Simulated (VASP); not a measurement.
TiSe: single point with r2SCAN

The system is TiSe.

```
Ti Se
1.0
     3.39015    0.00000    0.00000
    -1.69507    2.93596    0.00000
     0.00000    0.00000    6.63252
Ti Se
2 2
Direct
  0.00000 0.00000 0.00000
  0.00000 0.00000 0.50000
  0.33333 0.66667 0.25000
  0.66667 0.33333 0.75000
```

```yaml
Program: VASP 6.6.1
Task: single point
Functional: r2SCAN
Potentials_or_basis: VASP PAW PBE potentials, release 64 (Ti_sv, Se)
Cutoff: 520 eV
k_mesh: 11 × 11 × 5
Occupations: fermi-dirac, width 0.1 eV
Spin: no spin polarisation
Dipole_correction: no
Further_INCAR_settings: ALGO = Normal; EDIFF = 1e-07; NBANDS = 26
```

* Pressure: 5.8 GPa
* Band gap on the k mesh: zero (bands 18 and 19 overlap by 0.45 eV)

Stress tensor (GPa, compression positive):
```
5.19 0.00 0.00
0.00 5.19 0.00
0.00 0.00 7.10
```

Levels at points of the mesh, in eV from the Fermi level:
| k point | band 15 | band 16 | band 17 | band 18 | band 19 | band 20 | band 21 | band 22 |
| --- | --- | --- | --- | --- | --- | --- | --- | --- |
| (0.00, 0.00, 0.00) | -2.10 | -1.26 | -1.26 | -0.23 | -0.23 | -0.06 | -0.06 | 1.17 |

It took 6 min on 1 thread of Intel Xeon 8259CL, with other jobs on the host, peak memory 0.24 GiB.

Caveat: the cell stands under pressure; the PAW data sets were made with another functional, which shifts forces and pressure a little.
